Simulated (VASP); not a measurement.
# VN2 (I4/mcm) in VASP: a series of runs, part 2 of 2

VASP 6.6.1.

**4. Single point, PBEsol**

This run uses another cell than the first one, of 7.43 Å³/atom, 1.064 times its volume.

Input file INCAR:

```
ALGO = Normal ; EDIFF = 1E-6
ENCUT = 520 ; GGA = PS
ISIF = 2 ; ISMEAR = 0
LASPH = True ; LCHARG = True
LELF = True ; LREAL = False
LVHAR = True ; LWAVE = False
NBANDS = 32 ; NELM = 80
PREC = Accurate ; SIGMA = 0.1
```

Input file KPOINTS:

```
k-points
0
Gamma
  12 12 12
```

Input file POSCAR:

```
VN2
1.0
   -2.1303226045      2.1303226045      2.4552814625
    2.1303226045     -2.1303226045      2.4552814625
    2.1303226045      2.1303226045     -2.4552814625
V N
2 4
Direct
    0.2500000000      0.2500000000      0.0000000000
    0.7500000000      0.7500000000      0.0000000000
    0.1142608421      0.6142608421      0.7285216842
    0.6142608421      0.8857391579      0.5000000000
    0.8857391579      0.3857391579      0.2714783158
    0.3857391579      0.1142608421      0.5000000000
```

Potentials or basis: VASP PAW PBE potentials, release 64 (V_sv, N).

Launch:

```console
$ cat potpaw_PBE.64/V_sv/POTCAR potpaw_PBE.64/N/POTCAR > POTCAR
$ mpirun -np 1 vasp_std > vasp.out
```

OUTCAR:

```text
EDIFF = 1E-6
   ENCUT = 520
   GGA = PS
   ISIF = 2
   ISMEAR = 0
   LASPH = True
   LREAL = False
   NELM = 80
   PREC = Accurate

 ion  position               nearest neighbor table
   1  0.250  0.250  0.000-   5 2.11   3 2.11   6 2.11   6 2.11   4 2.11   4 2.11   3 2.11   5 2.11
                             2 2.46   2 2.46
   2  0.750  0.750  0.000-   5 2.11   3 2.11   4 2.11   4 2.11   6 2.11   6 2.11   5 2.11   3 2.11
                             1 2.46   1 2.46
   3  0.114  0.614  0.729-   5 1.38   1 2.11   2 2.11   2 2.11   1 2.11
   4  0.614  0.886  0.500-   6 1.38   2 2.11   1 2.11   2 2.11   1 2.11
   5  0.886  0.386  0.271-   3 1.38   2 2.11   1 2.11   2 2.11   1 2.11
   6  0.386  0.114  0.500-   4 1.38   1 2.11   2 2.11   1 2.11   2 2.11

  LATTYP: Found a body centered tetragonal cell.
 ALAT       =     4.2606452090
 C/A-ratio  =     1.1525397408

  Lattice vectors:

 A1 = (  -2.1303226045,   2.1303226045,   2.4552814625)
 A2 = (   2.1303226045,  -2.1303226045,   2.4552814625)
 A3 = (   2.1303226045,   2.1303226045,  -2.4552814625)

Analysis of symmetry for initial positions (statically):
=====================================================================
 Subroutine PRICEL returns:
 Original cell was already a primitive cell.

 Routine SETGRP: Setting up the symmetry group for a
 body centered tetragonal supercell.

 Subroutine GETGRP returns: Found 16 space group operations
 (whereof  8 operations were pure point group operations)
 out of a pool of 16 trial point group operations.

The static configuration has the point symmetry C_4h.
 The point group associated with its full space group is D_4h.

Analysis of symmetry for dynamics (positions and initial velocities):
=====================================================================
 Subroutine PRICEL returns:
 Original cell was already a primitive cell.

 Routine SETGRP: Setting up the symmetry group for a
 body centered tetragonal supercell.

[... 135 lines left out ...]
  Fermi-wavevector in a.u.,A,eV,Ry     =   1.654411  3.126384 37.240180  2.737076
  Thomas-Fermi vector in A             =   2.742683
   LORBIT       =      0    0 simple, 1 ext, 2 COOP (PROOUT), +10 PAW based schemes
   GGA     = PS    functional components
   LHFCALC =     F    Hartree Fock is set to
   AEXX    =    0.0000 exact exchange contribution
   IVDW    =     0    specifies the selected vdW correction
   LEPSILON=     F    determine dielectric tensor
   LRPA    =     F    only Hartree local field effects (RPA)
 non-spin polarized calculation
 Gauss-broadening in eV      SIGMA  =   0.10
  energy-cutoff  :      520.00
  volume of cell :       44.57
 maximum number of plane-waves:      1217
 NGX is ok and might be reduce to    30
   NGX = 15   NGY = 15   NGZ = 15

 number of electron      45.9999998 magnetization

 Free energy of the ion-electron system (eV)
  ---------------------------------------------------
  ext. energy  EPLUGINS =         0.00000000
  ---------------------------------------------------
  free energy    TOTEN  =       -56.98823059 eV

  energy without entropy =      -56.97605431  energy(sigma->0) =      -56.98214245

 E-fermi :  11.9110     XC(G=0): -14.0786

 val. band max:       11.9046126727   @ k =  -0.3333   0.4167   0.3333
 cond. band min:      11.9174374798   @ k =  -0.4167   0.4167   0.0833
 fundamental gap:      0.0128248071
 Fermi energy:        11.9110283087

 k-point     1 :       0.0000    0.0000    0.0000
  band No.  band energies     occupation
      1     -53.4639      2.00000
      2     -53.2704      2.00000
      3     -27.7340      2.00000
      4     -27.4285      2.00000
      5     -27.4285      2.00000
      6     -27.4216      2.00000
[... 829 lines left out ...]
     31      15.0425      0.00000
     32      15.7651      0.00000

 [... further k-points ...]

------------------------ aborting loop because EDIFF is reached ----------------------------------------

  FORCE on cell =-STRESS in cart. coord.  units (eV):
  Direction    XX          YY          ZZ          XY          YZ          ZX
  --------------------------------------------------------------------------------------
  -------------------------------------------------------------------------------------
  Total        0.2749156      0.2749156      0.1454618      0.0000000     -0.0000000      0.0000000
  in kB        9.8822994      9.8822994      5.2288666      0.0000000     -0.0000000      0.0000000
  external PRESSURE =       8.3311551 kB  Pullay stress =       0.0000000 kB

 VOLUME and BASIS-vectors are now :
 -----------------------------------------------------------------------------
  energy-cutoff  :      520.00
  volume of cell :       44.57
      direct lattice vectors                 reciprocal lattice vectors
    -2.130322604  2.130322604  2.455281462     0.000000000  0.234706236  0.203642640
     2.130322604 -2.130322604  2.455281462     0.234706236  0.000000000  0.203642640
     2.130322604  2.130322604 -2.455281462     0.234706236  0.234706236  0.000000000

 POSITION                                       TOTAL-FORCE (eV/Angst)
 -----------------------------------------------------------------------------------
      0.00000      0.00000      1.22764        -0.000000      0.000000     -0.000000
      0.00000      0.00000      3.68292        -0.000000      0.000000     -0.000000
      2.61715      0.48682      0.00000         0.060429      0.060429      0.000000
      1.64350      0.48682      2.45528        -0.060429      0.060429     -0.000000
     -0.48682      1.64350      2.45528        -0.060429     -0.060429     -0.000000
      0.48682      1.64350      0.00000         0.060429     -0.060429      0.000000
 -----------------------------------------------------------------------------------
    total drift:                                0.000000     -0.000000      0.000000

  FREE ENERGIE OF THE ION-ELECTRON SYSTEM (eV)
  ---------------------------------------------------
  free  energy   TOTEN  =       -56.9882305937 eV

  energy  without entropy=      -56.9760543088  energy(sigma->0) =      -56.98214245
```

OSZICAR:

```text
N       E                     dE             d eps       ncg     rms          rms(c)
DAV:   1     0.573329576720E+03    0.57333E+03   -0.26220E+04 10464   0.164E+03
DAV:   2    -0.261351072133E+02   -0.59946E+03   -0.55804E+03 11568   0.517E+02
DAV:   3    -0.678429155225E+02   -0.41708E+02   -0.40653E+02 11720   0.143E+02
DAV:   4    -0.687509877505E+02   -0.90807E+00   -0.90368E+00 13176   0.198E+01
DAV:   5    -0.687658144035E+02   -0.14827E-01   -0.14821E-01 12016   0.235E+00    0.452E+01
DAV:   6    -0.632112780577E+02    0.55545E+01   -0.74912E+01 12488   0.763E+01    0.242E+01
DAV:   7    -0.579774136773E+02    0.52339E+01   -0.32807E+01 11392   0.619E+01    0.187E+01
DAV:   8    -0.569787199628E+02    0.99869E+00   -0.34913E+00 10832   0.182E+01    0.277E+00
DAV:   9    -0.569943527325E+02   -0.15633E-01   -0.19534E-01 12896   0.289E+00    0.943E-01
DAV:  10    -0.569888434126E+02    0.55093E-02   -0.13948E-02 10648   0.122E+00    0.328E-01
DAV:  11    -0.569882987417E+02    0.54467E-03   -0.17329E-03 13184   0.354E-01    0.137E-01
DAV:  12    -0.569882511596E+02    0.47582E-04   -0.41274E-04 10984   0.182E-01    0.497E-02
DAV:  13    -0.569882435974E+02    0.75622E-05   -0.14107E-04 10720   0.137E-01    0.445E-02
DAV:  14    -0.569882307024E+02    0.12895E-04   -0.24869E-05 10840   0.595E-02    0.540E-03
DAV:  15    -0.569882305937E+02    0.10867E-06   -0.12225E-06  7448   0.873E-03
   1 F= -.56988231E+02 E0= -.56982142E+02  d E =-.121763E-01
```

stdout:

```text
POSCAR found type information on POSCAR V N
 POSCAR found :  2 types and       6 ions
 scaLAPACK will be used
 -----------------------------------------------------------------------------
|                                                                             |
|                                                                             |
|     You enforced a specific xc type in the INCAR file but a different       |
|     I HOPE YOU KNOW WHAT YOU ARE DOING!                                     |
|                                                                             |
 -----------------------------------------------------------------------------

 LDA part: xc-table for (Slater+PW92), standard interpolation
 POSCAR, INCAR and KPOINTS ok, starting setup
 FFT: planning ... GRIDC
 FFT: planning ... GRID_SOFT
 FFT: planning ... GRID
 WAVECAR not read
 entering main loop
```

Wall time 3 min (1 thread of Intel Xeon Platinum 8488C (Sapphire Rapids), shared host); peak memory 0.3 GiB.

Results:

```yaml
Free_energy: -56.9882 eV
Pressure: 0.8 GPa
Largest_force: 0.085 eV/Å
Band_gap_on_the_k_mesh: zero (band 23 reaches 12.11 eV, above the bottom of band 24 at 11.70 eV)
```

Forces in eV/Å, atoms in the order of the input:
```
V    0.000  0.000  0.000
V    0.000  0.000  0.000
N    0.060  0.060  0.000
N   -0.060  0.060  0.000
N   -0.060 -0.060  0.000
N    0.060 -0.060  0.000
```

Caveat: the PAW data sets were made with another functional, which shifts forces and pressure a little; the run has no spin polarisation, though such a crystal can be magnetic.

**5. Single point, PBEsol (volume scaled by 1.03, then relaxed in part)**

Input file INCAR:

```
PREC = Accurate
ENCUT = 520
EDIFF = 1E-6
ISMEAR = 0
SIGMA = 0.1
LREAL = F
LASPH = T
NELM = 80
ALGO = Normal
ISIF = 2
LWAVE = F
LCHARG = T
GGA = PS
LELF = T
LVHAR = T
NBANDS = 32
```

Input file KPOINTS:

```
regular mesh
0
Gamma
  12 12 12
```

Input file POSCAR:

```
VN2
1.0
   -2.1497703870      2.1497703870      2.4833910320
    2.1497703870     -2.1497703870      2.4833910320
    2.1497703870      2.1497703870     -2.4833910320
V N
2 4
Direct
    0.2500000000      0.2500000000      0.0000000000
    0.7500000000      0.7500000000      0.0000000000
    0.1135126828      0.6135126828      0.7270253656
    0.6135126828      0.8864873172      0.5000000000
    0.8864873172      0.3864873172      0.2729746344
    0.3864873172      0.1135126828      0.5000000000
```

Launch:

```console
$ cat potpaw_PBE.64/V_sv/POTCAR potpaw_PBE.64/N/POTCAR > POTCAR
$ mpirun -np 1 vasp_std > vasp.out
```

Run time: 2.6 min. Hardware: 1 thread of Intel Xeon Platinum 8488C (Sapphire Rapids), shared host; peak memory 0.3 GiB.

It converged, with:

```
Free energy            : -56.9550 eV
Pressure               : -8.7 GPa
Largest force          : 0.086 eV/Å
Band gap on the k mesh : zero (band 23 reaches 11.62 eV, above the bottom of band 24 at 11.26 eV)
```

Forces on the atoms (eV/Å):
```
V    0.000  0.000  0.000
V    0.000  0.000  0.000
N    0.061  0.061  0.000
N   -0.061  0.061  0.000
N   -0.061 -0.061  0.000
N    0.061 -0.061  0.000
```

Stress tensor (GPa, compression positive):
```
-8.59  0.00  0.00
 0.00 -8.59  0.00
 0.00  0.00 -8.94
```

Levels at points of the mesh, in eV from the Fermi level:
| k point | band 19 | band 20 | band 21 | band 22 | band 23 | band 24 | band 25 | band 26 | band 27 | band 28 |
| --- | --- | --- | --- | --- | --- | --- | --- | --- | --- | --- |
| (0.00, 0.00, 0.00) | -3.26 | -2.96 | -2.65 | -2.59 | -2.59 | 0.77 | 0.92 | 0.92 | 1.30 | 1.98 |
| (0.50, 0.00, 0.00) | -3.39 | -3.39 | -3.15 | -3.15 | 0.17 | 0.17 | 0.74 | 0.74 | 1.03 | 1.03 |
| (0.50, 0.50, 0.00) | -4.91 | -4.68 | -2.78 | -2.65 | -1.32 | 0.01 | 0.81 | 1.12 | 1.87 | 2.17 |
| (0.50, 0.50, 0.50) | -4.72 | -2.08 | -2.08 | -0.23 | -0.22 | -0.17 | -0.06 | 0.03 | 1.86 | 1.86 |

Caveat: the cell differs from its parent crystal (volume scaled by 1.03, then relaxed in part); the PAW data sets were made with another functional, which shifts forces and pressure a little; the run has no spin polarisation, though such a crystal can be magnetic.

**6. Summary**

| cell | gap on the mesh (eV) | pressure (GPa) | largest force (eV/Å) |
| --- | --- | --- | --- |
| a = 3.806 Å, angles 113.4, 113.4, 101.9°, 6 atoms | none | 25.5 | 0.08 |
| a = 3.847 Å, angles 113.4, 113.4, 101.8°, 6 atoms | none | 12.2 | 0.08 |
| a = 3.887 Å, angles 113.5, 113.5, 101.6°, 6 atoms | none | 0.8 | 0.09 |
| a = 3.926 Å, angles 113.6, 113.6, 101.5°, 6 atoms | none | -8.7 | 0.09 |

Alike in all rows: task single point; level PBEsol; potentials or basis VASP PAW PBE potentials, release 64 (V_sv, N); no spin polarisation; k mesh 12 × 12 × 12; cutoff (eV) 520; smearing gaussian 0.1 eV.

Caveats: the PAW data sets were made with another functional, which shifts forces and pressure a little; the run has no spin polarisation, though such a crystal can be magnetic.

Absolute energies hang on the potentials; compare differences alone.
